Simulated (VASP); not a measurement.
Mo: single point with r2SCAN

Mo:

```
CELL_PARAMETERS angstrom
2.62420 0.00000 0.00000
-1.31210 2.27262 0.00000
0.00000 0.00000 4.71390
ATOMIC_POSITIONS crystal
Mo 0.33333 0.66667 0.25000
Mo 0.66667 0.33333 0.75000
```

This isn't the form of Mo at room conditions, which is bcc.

```json
{
 "Program": "VASP 6.6.1",
 "Task": "single point",
 "Functional": "r2SCAN",
 "Potentials or basis": "VASP PAW PBE potentials, release 64 (Mo_sv)",
 "Cutoff": "520 eV",
 "k mesh": "15 × 15 × 7",
 "Occupations": "fermi-dirac, width 0.1 eV",
 "Spin": "no spin polarisation"
}
```

| Item | Value |
| --- | --- |
| Pressure | 42.8 GPa |
| Band gap on the k mesh | zero (bands 14 and 15 overlap by 2.20 eV) |

Stress tensor (GPa, compression positive):
```
45.76  0.00  0.00
 0.00 45.76  0.00
 0.00  0.00 36.77
```

Levels at points of the mesh, in eV from the Fermi level:
```tsv
k point	band 10	band 11	band 12	band 13	band 14	band 15	band 16	band 17	band 18	band 19
(0.00, 0.00, 0.00)	-5.67	-2.42	-0.93	-0.93	-0.32	-0.32	0.80	1.89	1.89	4.21
```

Run time: 2.2 min on 1 thread of Intel(R) Xeon(R) 6975P-C (Granite Rapids), with other jobs on the host, peak memory 0.17 GiB.

Caveat: the stress differs along the axes, from 37 to 46 GPa; the PAW data sets were made with another functional, which shifts forces and pressure a little.
